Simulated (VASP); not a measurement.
## Mg: single point with PBEsol

Crystal: Mg.

```
Mg
1.0
    -1.86392    1.86392    1.86392
     1.86392   -1.86392    1.86392
     1.86392    1.86392   -1.86392
Mg
1
Direct
  0.00000 0.00000 0.00000
```

```json
{
  "Program": "VASP 6.6.1",
  "Task": "single point",
  "Functional": "PBEsol",
  "Potentials or basis": "VASP PAW PBE potentials, release 64 (Mg)",
  "Cutoff": "600 eV",
  "k mesh": "6 × 6 × 6",
  "Occupations": "gaussian, width 0.1 eV",
  "Spin": "no spin polarisation"
}
```

```
Pressure               : -3.9 GPa
Band gap on the k mesh : zero (band 1 reaches 5.53 eV, above the bottom of band 2 at 1.08 eV)
```

Levels at points of the mesh, in eV from the Fermi level:
| k point | band 1 | band 2 | band 3 | band 4 | band 5 | band 6 |
| --- | --- | --- | --- | --- | --- | --- |
| (0.00, 0.00, 0.00) | -6.61 | 12.04 | 12.04 | 12.04 | 13.39 | 13.39 |
| (0.50, 0.00, 0.00) | -1.48 | -1.10 | 8.02 | 8.26 | 9.25 | 10.35 |
| (0.50, 0.50, 0.50) | 3.35 | 3.35 | 3.35 | 3.79 | 3.79 | 6.14 |

It took 8.2 s on 1 thread of Intel Xeon 8259CL, with other jobs on the host, peak memory 0.15 GiB.

Caveat: the k points lie up to 0.40 Å⁻¹ apart; the PAW data sets were made with another functional, which shifts forces and pressure a little.
